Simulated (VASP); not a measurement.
Input of a VASP 6.6.1 run:

Contents of POSCAR:

```
Gd
1.0
    3.6360007066      0.0000000000      0.0000000000
   -1.8180003533      3.1488689801      0.0000000000
    0.0000000000      0.0000000000      5.7826000000
Gd
2
Direct
    0.3333333333      0.6666666667      0.2500000000
    0.6666666667      0.3333333333      0.7500000000
```

File INCAR.step1:

```
SYSTEM = Gd
ALGO = Normal
EDIFF = 1E-6
ENCUT = 520
GGA = PE
ISIF = 2
ISMEAR = -1
ISPIN = 2
LASPH = .TRUE.
LCHARG = .TRUE.
LMAXMIX = 6
LREAL = .FALSE.
LWAVE = .FALSE.
MAGMOM = 7 7
NBANDS = 29
NELM = 150
PREC = Accurate
SIGMA = 0.05
```

File KPOINTS.step1:

```
k-points
0
G
  12 12 7
  0 0 0
```

File INCAR.step2:

```
SYSTEM = Gd
ALGO = Normal
EDIFF = 1E-6
ENCUT = 520
GGA = PE
ICHARG = 11
ISIF = 2
ISMEAR = -5
ISPIN = 2
LASPH = .TRUE.
LCHARG = .FALSE.
LMAXMIX = 6
LORBIT = 11
LREAL = .FALSE.
LWAVE = .FALSE.
MAGMOM = 7 7
NEDOS = 1001
NELM = 150
PREC = Accurate
SIGMA = 0.05
```

The input KPOINTS.step2:

```
k-points
0
G
  18 18 11
  0 0 0
```

Potentials or basis: VASP PAW PBE potentials, release 64 (Gd).

Run with:

```console
$ cat potpaw_PBE.64/Gd/POTCAR > POTCAR
$ cp INCAR.step1 INCAR
$ cp KPOINTS.step1 KPOINTS
$ mpirun -np 1 vasp_std > vasp.out
$ cp INCAR.step2 INCAR
$ cp KPOINTS.step2 KPOINTS
$ mpirun -np 1 vasp_std > vasp.out
```

What does it give for the site moments?

Gd +7.02 μB.

What does it give for the net moment?

15.31 μB per cell.

 The state reached can hang on the start; a lower one may exist.
